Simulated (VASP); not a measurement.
# CoW3 (Pm-3m) in VASP: single point with PBE

Aim: the single point of CoW3 with PBE.

Everything below comes from runs of VASP 6.6.1. Logs are shortened: lines on timing, memory, paths and dates and some standing lists are left out, and cuts for length are marked.

### 1 The cell of the first run

The structure is cubic, space group Pm-3m (No. 221). The conventional cell has a = 3.898 Å, b = 3.898 Å, c = 3.898 Å, α = 90.00°, β = 90.00°, γ = 90.00°. Within 3.6 Å of Co (site symmetry m-3m) lie 12 W at 2.76 Å. W (site symmetry 4/mmm) has 4 Co at 2.76 Å and 8 W at 2.76 Å within 3.6 Å.

### 2 Single point, PBE, collinear spin, ferromagnetic start

Input file INCAR:

```
SYSTEM = CoW3
ALGO = Normal
EDIFF = 1E-6
ENCUT = 520
GGA = PE
ISIF = 2
ISMEAR = 0
ISPIN = 2
LASPH = .TRUE.
LCHARG = .FALSE.
LMAXMIX = 4
LORBIT = 11
LREAL = .FALSE.
LWAVE = .FALSE.
MAGMOM = 0.32 0 0 0
NBANDS = 38
NELM = 150
PREC = Accurate
SIGMA = 0.1
```

Input file KPOINTS:

```
k-points
0
G
  4 4 4
  0 0 0
```

Input file POSCAR:

```
CoW3
1.0
    3.8981627789      0.0000000000      0.0000000000
    0.0000000000      3.8981627789      0.0000000000
    0.0000000000      0.0000000000      3.8981627789
Co W
1 3
Direct
    0.0000000000      0.0000000000      0.0000000000
    0.0000000000      0.5000000000      0.5000000000
    0.5000000000      0.0000000000      0.5000000000
    0.5000000000      0.5000000000      0.0000000000
```

Potentials or basis: VASP PAW PBE potentials, release 64 (Co, W_sv).

Run with:

```bash
$ cat potpaw_PBE.64/Co/POTCAR potpaw_PBE.64/W_sv/POTCAR > POTCAR
$ mpirun -np 1 vasp_std > vasp.out
```

OUTCAR:

```text
SYSTEM = CoW3
   EDIFF = 1E-6
   ENCUT = 520
   GGA = PE
   ISIF = 2
   ISMEAR = 0
   ISPIN = 2
   LASPH = .TRUE.
   LORBIT = 11
   LREAL = .FALSE.
   NELM = 150
   PREC = Accurate

 ion  position               nearest neighbor table
   1  0.000  0.000  0.000-   2 2.76   3 2.76   4 2.76   2 2.76   3 2.76   2 2.76   4 2.76   2 2.76
                             3 2.76   4 2.76   3 2.76   4 2.76
   2  0.000  0.500  0.500-   1 2.76   3 2.76   4 2.76   1 2.76   4 2.76   1 2.76   3 2.76   1 2.76
                             3 2.76   4 2.76   4 2.76   3 2.76
   3  0.500  0.000  0.500-   1 2.76   2 2.76   4 2.76   1 2.76   4 2.76   2 2.76   4 2.76   4 2.76
                             1 2.76   2 2.76   1 2.76   2 2.76
   4  0.500  0.500  0.000-   1 2.76   2 2.76   3 2.76   2 2.76   3 2.76   1 2.76   3 2.76   3 2.76
                             1 2.76   2 2.76   2 2.76   1 2.76

  LATTYP: Found a simple cubic cell.
 ALAT       =     3.8981627789

  Lattice vectors:

 A1 = (   3.8981627789,   0.0000000000,   0.0000000000)
 A2 = (   0.0000000000,   3.8981627789,   0.0000000000)
 A3 = (   0.0000000000,   0.0000000000,   3.8981627789)

Analysis of symmetry for initial positions (statically):
=====================================================================
 Subroutine PRICEL returns:
 Original cell was already a primitive cell.

 Routine SETGRP: Setting up the symmetry group for a
 simple cubic supercell.

 Subroutine GETGRP returns: Found 48 space group operations
 (whereof 48 operations were pure point group operations)
 out of a pool of 48 trial point group operations.

The static configuration has the point symmetry O_h .

Analysis of symmetry for dynamics (positions and initial velocities):
=====================================================================
 Subroutine PRICEL returns:
 Original cell was already a primitive cell.

 Routine SETGRP: Setting up the symmetry group for a
 simple cubic supercell.

 Subroutine GETGRP returns: Found 48 space group operations
 (whereof 48 operations were pure point group operations)
 out of a pool of 48 trial point group operations.

The dynamic configuration has the point symmetry O_h .

Analysis of structural, dynamic, and magnetic symmetry:
=====================================================================
 Subroutine PRICEL returns:
 Original cell was already a primitive cell.

 Routine SETGRP: Setting up the symmetry group for a
 simple cubic supercell.

 Subroutine GETGRP returns: Found 48 space group operations
 (whereof 48 operations were pure point group operations)
 out of a pool of 48 trial point group operations.

The overall configuration has the point symmetry O_h .

 Subroutine INISYM returns: Found 48 space group operations
 (whereof 48 operations are pure point group operations),
 and found     1 'primitive' translations

----------------------------------------------------------------------------------------

                                     Primitive cell

  volume of cell :      59.2352

  direct lattice vectors                    reciprocal lattice vectors
     3.898162779  0.000000000  0.000000000     0.256531104  0.000000000  0.000000000
     0.000000000  3.898162779  0.000000000     0.000000000  0.256531104  0.000000000
     0.000000000  0.000000000  3.898162779     0.000000000  0.000000000  0.256531104

  length of vectors
     3.898162779  3.898162779  3.898162779     0.256531104  0.256531104  0.256531104

  position of ions in fractional coordinates (direct lattice)
     0.000000000  0.000000000  0.000000000
     0.000000000  0.500000000  0.500000000
     0.500000000  0.000000000  0.500000000
     0.500000000  0.500000000  0.000000000

  ion indices of the primitive-cell ions
   primitive index   ion index
                 1           1
                 2           2
                 3           3
                 4           4

----------------------------------------------------------------------------------------

 KPOINTS: k-points

Automatic generation of k-mesh.
[... 23 lines left out ...]
  0.000000  0.000000  0.000000      1.000000
  0.250000  0.000000  0.000000      6.000000
  0.500000  0.000000  0.000000      3.000000
  0.250000  0.250000  0.000000     12.000000
  0.500000  0.250000  0.000000     12.000000
  0.500000  0.500000  0.000000      3.000000
  0.250000  0.250000  0.250000      8.000000
  0.500000  0.250000  0.250000     12.000000
  0.500000  0.500000  0.250000      6.000000
  0.500000  0.500000  0.500000      1.000000
   k-points           NKPTS =     10   k-points in BZ     NKDIM =     10   number of bands    NBANDS=     38
   number of dos      NEDOS =    301   number of ions     NIONS =      4
   total plane-waves  NPLWV =  27000
   dimension x,y,z NGX =    30 NGY =   30 NGZ =   30
   dimension x,y,z NGXF=    60 NGYF=   60 NGZF=   60
   ions per type =               1   3
   NGX,Y,Z   is equivalent  to a cutoff of  12.79, 12.79, 12.79 a.u.
   NGXF,Y,Z  is equivalent  to a cutoff of  25.59, 25.59, 25.59 a.u.
 SYSTEM =  CoW3
   PREC   = accura    normal or accurate (medium, high low for compatibility)
   ISTART =      0    job   : 0-new  1-cont  2-samecut
   ICHARG =      2    charge: 1-file 2-atom 10-const
   ISPIN  =      2    spin polarized calculation?
   LNONCOLLINEAR =      F non collinear calculations
   LSORBIT =      F    spin-orbit coupling
   LASPH  =      T    aspherical Exc in radial PAW
   ENCUT  =  520.0 eV  38.22 Ry    6.18 a.u.   7.25  7.25  7.25*2*pi/ulx,y,z
   NELM   =    150;   NELMIN=  2; NELMDL= -5     # of ELM steps
   EDIFF  = 0.1E-05   stopping-criterion for ELM
   LREAL  =      F    real-space projection
   EDIFFG = 0.1E-04   stopping-criterion for IOM
   NSW    =      0    number of steps for IOM
   IBRION =     -1    ionic relax: 0-MD 1-quasi-New 2-CG
   NFREE  =      0    steps in history (QN), initial steepest desc. (CG)
   ISIF   =      2    stress and relaxation
   ISYM   =      2    0-nonsym 1-usesym 2-fastsym
   POTIM  = 0.5000    time-step for ionic-motion
   TEBEG  =    0.0;   TEEND  =   0.0 temperature during run
   PSTRESS=    0.0 pullay stress
   NELECT =      51.0000    total number of electrons
   NUPDOWN=      -1.0000    fix difference up-down
   EMIN   =  10.00;   EMAX   =-10.00  energy-range for DOS
   EFERMI =   0.00;   METHOD = LEGACY
   ISMEAR =     0;   SIGMA  =   0.10  broadening in eV -4-tet -1-fermi 0-gaus
   EFERMI_NEDOS =   21; number of points for ismear=-14 and -15
   IALGO  =     38    algorithm
   IMIX   =      4    mixing-type and parameters
     AMIX     =   0.40;   BMIX     =  1.00
     AMIX_MAG =   1.60;   BMIX_MAG =  1.00
  volume/ion in A,a.u.               =      14.81        99.93
  Fermi-wavevector in a.u.,A,eV,Ry     =   1.557417  2.943091 33.001581  2.425548
  Thomas-Fermi vector in A             =   2.661070
   LORBIT       =     11    0 simple, 1 ext, 2 COOP (PROOUT), +10 PAW based schemes
   GGA     = PE    functional components
   LHFCALC =     F    Hartree Fock is set to
   AEXX    =    0.0000 exact exchange contribution
   IVDW    =     0    specifies the selected vdW correction
   LEPSILON=     F    determine dielectric tensor
   LRPA    =     F    only Hartree local field effects (RPA)
 spin polarized calculation
 Gauss-broadening in eV      SIGMA  =   0.10
  energy-cutoff  :      520.00
  volume of cell :       59.24
 maximum number of plane-waves:      1628
 NGX is ok and might be reduce to    30
   NGX = 15   NGY = 15   NGZ = 15

 number of electron      51.0000010 magnetization      -0.0004530

 number of electron      51.0000010 magnetization       0.0003750

 Free energy of the ion-electron system (eV)
  ---------------------------------------------------
  ext. energy  EPLUGINS =         0.00000000
  ---------------------------------------------------
  free energy    TOTEN  =       -44.92452037 eV

  energy without entropy =      -44.89850535  energy(sigma->0) =      -44.91151286

 E-fermi :  10.5056     XC(G=0): -13.5034

 val. band max:       10.3785684802   @ k =   0.5000   0.5000   0.2500
 cond. band min:      10.5066010057   @ k =   0.2500   0.2500   0.0000
 fundamental gap:      0.1280325255
 Fermi energy:        10.5055752925

 spin component 1

 k-point     1 :       0.0000    0.0000    0.0000
  band No.  band energies     occupation
      1     -63.1314      1.00000
      2     -62.9670      1.00000
      3     -62.9670      1.00000
      4     -27.8171      1.00000
      5     -27.8171      1.00000
      6     -27.8171      1.00000
[... 389 lines left out ...]
     36      16.3008      0.00000
     37      20.5559      0.00000
 Fermi energy:        10.5055752925

 spin component 2

 k-point     1 :       0.0000    0.0000    0.0000
  band No.  band energies     occupation
      1     -63.1314      1.00000
      2     -62.9670      1.00000
      3     -62.9670      1.00000
      4     -27.8171      1.00000
      5     -27.8171      1.00000
      6     -27.8171      1.00000
[... 389 lines left out ...]
     36      16.3008      0.00000
     37      20.5560      0.00000
 [bands above 37 left out]

------------------------ aborting loop because EDIFF is reached ----------------------------------------

  FORCE on cell =-STRESS in cart. coord.  units (eV):
  Direction    XX          YY          ZZ          XY          YZ          ZX
  --------------------------------------------------------------------------------------
  -------------------------------------------------------------------------------------
  Total        0.0823989      0.0823989      0.0823989      0.0000000      0.0000000      0.0000000
  in kB        2.2287023      2.2287023      2.2287023      0.0000000      0.0000000      0.0000000
  external PRESSURE =       2.2287023 kB  Pullay stress =       0.0000000 kB

 VOLUME and BASIS-vectors are now :
 -----------------------------------------------------------------------------
  energy-cutoff  :      520.00
  volume of cell :       59.24
      direct lattice vectors                 reciprocal lattice vectors
     3.898162779  0.000000000  0.000000000     0.256531104  0.000000000  0.000000000
     0.000000000  3.898162779  0.000000000     0.000000000  0.256531104  0.000000000
     0.000000000  0.000000000  3.898162779     0.000000000  0.000000000  0.256531104

 POSITION                                       TOTAL-FORCE (eV/Angst)
 -----------------------------------------------------------------------------------
      0.00000      0.00000      0.00000         0.000000      0.000000      0.000000
      0.00000      1.94908      1.94908         0.000000      0.000000      0.000000
      1.94908      0.00000      1.94908         0.000000      0.000000      0.000000
      1.94908      1.94908      0.00000         0.000000      0.000000      0.000000
 -----------------------------------------------------------------------------------
    total drift:                                0.000000      0.000000     -0.000000

  FREE ENERGIE OF THE ION-ELECTRON SYSTEM (eV)
  ---------------------------------------------------
  free  energy   TOTEN  =       -44.9245203705 eV

  energy  without entropy=      -44.8985053529  energy(sigma->0) =      -44.91151286

 total charge

# of ion       s       p       d       tot
------------------------------------------
    1        0.467   0.548   7.291   8.306
    2        2.418   6.303   3.370  12.091
    3        2.418   6.303   3.370  12.091
    4        2.418   6.303   3.370  12.091
--------------------------------------------------
tot          7.720  19.458  17.400  44.578

 magnetization (x)

# of ion       s       p       d       tot
------------------------------------------
    1        0.000   0.000   0.000   0.000
    2       -0.000  -0.000   0.000   0.000
    3       -0.000  -0.000   0.000   0.000
    4       -0.000  -0.000   0.000   0.000
--------------------------------------------------
tot          0.000  -0.000   0.001   0.001
```

It took 32 s on 1 thread of Intel Xeon 6975P-C (Granite Rapids), shared host; peak memory 0.2 GiB.

Results:

```
Free energy                                           : -44.9245 eV
Pressure                                              : 0.2 GPa
Net moment                                            : 0.00 μB per cell
Valence electrons inside the program's atomic spheres : Co 8.31; W 12.09
```

Caveat: the k points lie up to 0.40 Å⁻¹ apart; spin-orbit coupling is left out, which moves the levels of the heavy elements.
